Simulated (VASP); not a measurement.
Runs of VASP 6.6.1 on Zn. The structure is that of space group R-3m (No. 166), or close to it. The cells are those of the table. 

| cell | further INCAR settings | gap on the mesh (eV) | pressure (GPa) |
| --- | --- | --- | --- |
| a = 2.476 Å, angles 68.9°, 1 atom | ALGO = Fast; EDIFF = 1e-06; NBANDS = 12 | none | (a) |
| a = 2.384 Å, angles 77.7°, 1 atom | ALGO = Fast; EDIFF = 1e-06; NBANDS = 12 | none | 35.1 |
| a = 3.814 Å, angles 30.6°, 1 atom | ALGO = Fast; EDIFF = 1e-06; NBANDS = 12 | none | 148.1 |
| a = 2.340 Å, angles 93.7°, 1 atom | ALGO = Fast; EDIFF = 1e-06; NBANDS = 12 | none | 42.3 |
| a = 2.340 Å, angles 86.1°, 1 atom | ALGO = Fast; EDIFF = 1e-07; NBANDS = 12 | none | 42.3 |
| a = 3.087 Å, angles 43.7°, 1 atom | ALGO = Fast; EDIFF = 1e-07; NBANDS = 12 | none | 45.1 |

Alike in all rows: task single point; level PBE; potentials or basis VASP PAW PBE potentials, release 64 (Zn); no spin polarisation; k mesh 22 × 22 × 22; cutoff (eV) 520; smearing gaussian 0.15 eV.

Problem. Estimate the missing entries.

Solution. (a) 24.9.

A gap of «none» marks levels without a gap at the run's occupations.
